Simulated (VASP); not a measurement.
Wanted: the native input for a VASP 6.6.1 run.

```yaml
Task: single point
Functional: PBEsol-based global hybrid with 25 % exact exchange
Potentials_or_basis: VASP PAW PBE potentials, release 64 (I)
Cutoff: 520 eV
k_mesh: 5 × 5 × 5
Occupations: fermi-dirac, width 0.05 eV
Spin: no spin polarisation
Dipole_correction: no
Grid_for_exact_exchange_PRECFOCK: Normal
Share_of_exact_exchange: 0.25
Further_INCAR_settings: ALGO = Normal; EDIFF = 1e-07; NBANDS = 10
```

The system is I.

```
I
1.0
     0.00000    2.36560    3.90984
     2.19225    0.00000    3.90984
     2.19225    2.36560    0.00000
I
1
Direct
  0.00000 0.00000 0.00000
```

The input as run:

POSCAR

```
I
1.0
    0.0000000000      2.3656004428      3.9098401324
    2.1922454667      0.0000000000      3.9098401324
    2.1922454667      2.3656004428      0.0000000000
I
1
Direct
    0.0000000000      0.0000000000      0.0000000000
```

INCAR.step1

```
PREC     = Accurate       # precision mode
ENCUT    = 520            # plane-wave cutoff, eV
EDIFF    = 1E-5           # SCF threshold, eV
ISMEAR   = -1             # smearing method
SIGMA    = 0.05           # smearing width, eV
LREAL    = F              # projectors in reciprocal space
LASPH    = T              # aspherical terms in the spheres
NELM     = 80             # most SCF steps
ALGO     = Normal         # electronic algorithm
ISIF     = 2              # what is computed and relaxed
LWAVE    = T              # write WAVECAR
GGA      = PE             # functional
NBANDS   = 10             # bands
```

INCAR.step2

```
PREC     = Accurate       # precision mode
ENCUT    = 520            # plane-wave cutoff, eV
EDIFF    = 1E-7           # SCF threshold, eV
ISMEAR   = -1             # smearing method
SIGMA    = 0.05           # smearing width, eV
LREAL    = F              # projectors in reciprocal space
LASPH    = T              # aspherical terms in the spheres
NELM     = 80             # most SCF steps
ALGO     = Normal         # electronic algorithm
ISIF     = 2              # what is computed and relaxed
LWAVE    = F              # write WAVECAR
LCHARG   = T              # write CHGCAR
GGA      = PS             # functional
LHFCALC  = T              # exact exchange
AEXX     = 0.25           # exact-exchange fraction
PRECFOCK = Normal       
LELF     = T              # ELF
LVHAR    = T            
ISTART   = 1            
NBANDS   = 10             # bands
```

KPOINTS

```
Automatic mesh
0
Gamma
  5 5 5
```

Potentials or basis: VASP PAW PBE potentials, release 64 (I).

Run with:

```sh
$ cat potpaw_PBE.64/I/POTCAR > POTCAR
$ cp INCAR.step1 INCAR
$ mpirun -np 1 vasp_std > vasp.out
$ cp INCAR.step2 INCAR
$ mpirun -np 1 vasp_std > vasp.out
```

Results of the run:

```
Pressure               : -2.5 GPa
Band gap on the k mesh : zero (an odd number of electrons rules out a gap without spin polarisation)
```

Caveat: the k points lie up to 0.42 Å⁻¹ apart, too coarse for converged energies and pressures of a metal; the PAW data sets were made with another functional, which shifts forces and pressure a little; spin-orbit coupling is left out, which moves the levels of the heavy elements; an odd number of electrons without spin polarisation forces a metal; a magnetic or distorted state may lie lower.

Wall time 26 min on 1 thread of Intel Xeon 8259CL (shared host), peak memory 0.18 GiB.
